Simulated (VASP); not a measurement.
Set up this calculation in VASP 6.6.1, as the native input.

```
Task                   : single point
Functional             : PBEsol
Potentials or basis    : VASP PAW PBE potentials, release 64 (Sn_d, Zn, N)
Cutoff                 : 520 eV
k mesh                 : 8 × 8 × 4
Occupations            : fermi-dirac, width 0.05 eV
Spin                   : no spin polarisation
Dipole correction      : no
Further INCAR settings : ALGO = Normal; EDIFF = 1e-06; NBANDS = 33
```

The structure of ZnSn2N2 lies in POSCAR:

```
ZnSn2N2
1.0
    3.3020856639      0.0000000000      0.0000000000
    0.0000000000      3.3020856639      0.0000000000
    0.0000000000      0.0000000000      7.7981164622
Sn Zn N
2 1 2
Direct
    0.5000000000      0.5000000000      0.3116333985
    0.5000000000      0.5000000000      0.6883666015
    0.0000000000      0.0000000000      0.0000000000
    0.0000000000      0.5000000000      0.8523637470
    0.5000000000      0.0000000000      0.1476362530
```

The input as run:

INCAR

```
PREC     = Accurate       # precision mode
ENCUT    = 520            # plane-wave cutoff, eV
EDIFF    = 1E-6           # SCF threshold, eV
ISMEAR   = -1             # smearing method
SIGMA    = 0.05           # smearing width, eV
LREAL    = F              # projectors in reciprocal space
LASPH    = T              # aspherical terms in the spheres
NELM     = 100            # most SCF steps
ALGO     = Normal         # electronic algorithm
ISIF     = 2              # what is computed and relaxed
LWAVE    = F              # write WAVECAR
LCHARG   = T              # write CHGCAR
GGA      = PS             # functional
LELF     = T              # ELF
LVHAR    = T            
NBANDS   = 33             # bands
```

KPOINTS

```
regular mesh
0
Gamma
  8 8 4
```

Potentials or basis: VASP PAW PBE potentials, release 64 (Sn_d, Zn, N).

Run with:

```bash
$ cat potpaw_PBE.64/Sn_d/POTCAR potpaw_PBE.64/Zn/POTCAR potpaw_PBE.64/N/POTCAR > POTCAR
$ mpirun -np 1 vasp_std > vasp.out
```

Results of the run:

```json
{"Pressure": "0.2 GPa", "Largest force": "0.031 eV/Å", "Band gap on the k mesh": "zero (band 25 reaches 6.41 eV, above the bottom of band 26 at 4.58 eV)"}
```

Caveat: the PAW data sets were made with another functional, which shifts forces and pressure a little; spin-orbit coupling is left out, which moves the levels of the heavy elements.

Wall time 3 min on 1 thread of Oxide Virtual Turin-like Processor, on a shared host, peak memory 0.25 GiB.
